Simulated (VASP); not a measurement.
**BeS: G0W0 quasiparticle levels with PBE**

Crystal: BeS.

```
Be S
1.0
     0.00000    2.43431    2.43431
     2.43431    0.00000    2.43431
     2.43431    2.43431    0.00000
Be S
1 1
Cartesian
  0.0000 0.0000 0.0000
  1.2172 1.2172 1.2172
```

```json
{
  "Program": "VASP 6.6.1",
  "Task": "G0W0 quasiparticle levels",
  "Functional": "PBE",
  "Potentials or basis": "VASP PAW PBE potentials, release 64 (Be_GW, S_GW)",
  "Cutoff": "500 eV",
  "k mesh": "4 × 4 × 4",
  "Occupations": "gaussian, width 0.01 eV",
  "Spin": "no spin polarisation",
  "Dipole correction": "no",
  "GW scheme": "G0W0",
  "GW iterations": "1",
  "Cutoff of the response function": "80",
  "Frequency points": "48",
  "Empty bands": "60",
  "Further INCAR settings": "ALGO = EVGW0; EDIFF = 1e-08; NBANDS = 64"
}
```

```
Band gap on the k mesh, mean-field level : 3.12 eV, indirect (least direct gap 5.64 eV)
Quasiparticle gap                        : 4.19 eV
Least direct quasiparticle gap           : 7.04 eV
```

Levels at points of the mesh, in eV from the valence-band top:
```tsv
k point	band 1	band 2	band 3	band 4	band 5	band 6	band 7	band 8
(0.00, 0.00, 0.00)	-13.62	0.00	0.00	0.00	5.64	5.64	5.64	5.78
(0.50, 0.00, 0.00)	-12.04	-5.73	-1.02	-1.02	5.41	6.53	6.53	11.15
(0.50, 0.50, 0.00)	-11.51	-4.97	-2.61	-2.61	3.12	4.90	12.62	12.62
```

Wall time 38 s on 1 thread of Intel(R) Xeon(R) Platinum 8259CL CPU @ 2.50GHz (Skylake/Cascade Lake), with other jobs on the host, peak memory 0.25 GiB.

Caveat: the k points lie up to 0.56 Å⁻¹ apart; bands, screening cutoff and mesh are small and nothing is extrapolated, so the quasiparticle values aren't converged. A k mesh can miss the band edges.
